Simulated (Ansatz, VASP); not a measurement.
## Sb: VASP beside Ansatz

The input INCAR:

```
ALGO = Normal
EDIFF = 1E-7
ENCUT = 520
GGA = PS
ISIF = 2
ISMEAR = -1
LASPH = T
LCHARG = F
LREAL = F
LWAVE = F
NBANDS = 12
NELM = 80
PREC = Accurate
SIGMA = 0.05
```

The input KPOINTS:

```
k-points
0
Gamma
  9 9 5
```

The input POSCAR:

```
Sb
1.0
    3.2860533585      0.0000000000      0.0000000000
   -1.6430266792      2.8458056866      0.0000000000
    0.0000000000      0.0000000000      5.3584933852
Sb
2
Direct
    0.6666666667      0.3333333333      0.7500000000
    0.3333333333      0.6666666667      0.2500000000
```

input.yaml

```yaml
crystal:
  lattice:
    - [3.2860533585, 0.0, 0.0]
    - [-1.6430266792, 2.8458056866, 0.0]
    - [0.0, 0.0, 5.3584933852]
  atoms:
    - { symbol: Sb, position: [0.6666666667, 0.3333333333, 0.75] }
    - { symbol: Sb, position: [0.3333333333, 0.6666666667, 0.25] }
kpoints:
  mp_grid: { grid: [9, 9, 5] }
scf:
  occupations: { method: fermi_dirac, width: 0.05 }
hamiltonian:
  xc: pbesol
  pseudopotentials: { kind: all_electron, lapw: { basis_error: 0.001 } }
output:
  forces: true
  stress: true
  eigenvalues: true
```

Change from the starting cell: volume scaled by 0.94.

Alike in both runs: task single point; functional PBEsol; k mesh 9 × 9 × 5; occupations fermi-dirac, width 0.05 eV; no spin polarisation.

|  | VASP | Ansatz |
| --- | --- | --- |
| version | VASP 6.6.1 | Ansatz 0.2.0 |
| potentials or method | VASP PAW PBE potentials, release 64 (Sb), cutoff 520 eV | all-electron LAPW, scalar-relativistic |

```tsv
	VASP	Ansatz	Ansatz less VASP
gap on the k mesh at the Fermi level (eV)	none	none	-
pressure (GPa)	2.7	2.7	0.00
```

VASP's potentials were made for PBE, not for PBEsol. A gap of «none» marks a metal or a gap that the smearing closes. Ansatz ran all-electron here, and VASP with PAW potentials.

Neither program's run includes spin-orbit coupling.
